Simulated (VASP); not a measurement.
Wanted: the native input for a VASP 6.6.1 run.

| Item | Value |
| --- | --- |
| Task | single point |
| Functional | RPBE |
| Potentials or basis | VASP PAW PBE potentials, release 64 (Au) |
| Cutoff | 520 eV |
| k mesh | 20 × 20 × 11 |
| Occupations | fermi-dirac, width 0.1 eV |
| Spin | no spin polarisation |
| Dipole correction | no |
| Further INCAR settings | ALGO = Normal; EDIFF = 1e-06; NBANDS = 18 |

The structure of Au lies in POSCAR:

```
Au
1.0
    2.9430530950      0.0000000000      0.0000000000
   -1.4715265475      2.5487587450      0.0000000000
    0.0000000000      0.0000000000      4.9389121693
Au
2
Direct
    0.3333333333      0.6666666667      0.2500000000
    0.6666666667      0.3333333333      0.7500000000
```

This isn't the form of Au at room conditions, which is fcc.

These files were run (other wordings do the same):

INCAR

```
SYSTEM = Au
PREC = Accurate ; ENCUT = 520
EDIFF = 1E-6 ; ISMEAR = -1
SIGMA = 0.1 ; LREAL = .FALSE.
LASPH = .TRUE. ; NELM = 60
ALGO = Normal ; ISIF = 2
LWAVE = .FALSE. ; LCHARG = .TRUE.
GGA = RP ; LELF = .TRUE.
LVHAR = .TRUE. ; NBANDS = 18
```

KPOINTS

```
Automatic mesh
0
G
  20 20 11
  0 0 0
```

Potentials or basis: VASP PAW PBE potentials, release 64 (Au).

The run is started by

```sh
$ cat potpaw_PBE.64/Au/POTCAR > POTCAR
$ mpirun -np 1 vasp_std > vasp.out
```

Results of the run:

```
Pressure               : 0.0 GPa
Band gap on the k mesh : zero (bands 11 and 12 overlap by 5.91 eV)
```

Caveat: the PAW data sets were made with another functional, which shifts forces and pressure a little; spin-orbit coupling is left out, which moves the levels of the heavy elements.

It took 3 min on 1 thread of Intel Xeon 8259CL, on a shared host, peak memory 0.28 GiB.
